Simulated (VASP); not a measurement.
Wanted: the native input for a VASP 6.6.1 run.

| Item | Value |
| --- | --- |
| Task | single point |
| Functional | PBE |
| Potentials or basis | VASP PAW PBE potentials, release 64 (Co) |
| Cutoff | 520 eV |
| k mesh | 12 × 12 × 4 |
| Occupations | gaussian, width 0.013 eV |
| Spin | collinear spin, ferromagnetic start |
| Starting moments | [2.0, 2.0, 2.0, 2.0] μB |
| Dipole correction | no |
| Further INCAR settings | ALGO = Normal; EDIFF = 1e-06; NBANDS = 30 |

The structure of Co lies in POSCAR:

```
Co
1.0
    2.4705617809      0.0000000000      0.0000000000
   -1.2352808905      2.1395692639      0.0000000000
    0.0000000000      0.0000000000      8.0882338000
Co
4
Direct
    0.6666666667      0.3333333333      0.7500000000
    0.0000000000      0.0000000000      0.5000000000
    0.3333333333      0.6666666667      0.2500000000
    0.0000000000      0.0000000000      0.0000000000
```

These files were run (other wordings do the same):

INCAR

```
SYSTEM = Co
ALGO     = Normal         ! electronic algorithm
EDIFF    = 1E-6           ! SCF threshold, eV
ENCUT    = 520            ! plane-wave cutoff, eV
GGA      = PE             ! functional
ISIF     = 2              ! what is computed and relaxed
ISMEAR   = 0              ! smearing method
ISPIN    = 2              ! spin polarisation
LASPH    = .TRUE.         ! aspherical terms in the spheres
LCHARG   = .FALSE.        ! write CHGCAR
LMAXMIX  = 4              ! l up to which the mixer works
LORBIT   = 11             ! projections on sites
LREAL    = .FALSE.        ! projectors in reciprocal space
LWAVE    = .FALSE.        ! write WAVECAR
MAGMOM   = 2 2 2 2        ! initial moments
NBANDS   = 30             ! bands
NELM     = 150            ! most SCF steps
PREC     = Accurate       ! precision mode
SIGMA    = 0.013000000000000001 ! smearing width, eV
```

KPOINTS

```
k-points
0
G
  12 12 4
  0 0 0
```

Potentials or basis: VASP PAW PBE potentials, release 64 (Co).

Launch:

```console
$ cat potpaw_PBE.64/Co/POTCAR > POTCAR
$ mpirun -np 1 vasp_std > vasp.out
```

Results of the run:

```json
{"Pressure": "3.8 GPa", "Net moment": "6.58 μB per cell", "Site moments": "Co +1.67, +1.65 μB", "Valence electrons inside the program's atomic spheres": "Co 8.30"}
```

Run time: 89 s on 1 thread of AMD EPYC 9R45 96-Core Processor (Zen 5), with other jobs on the host, peak memory 0.2 GiB.
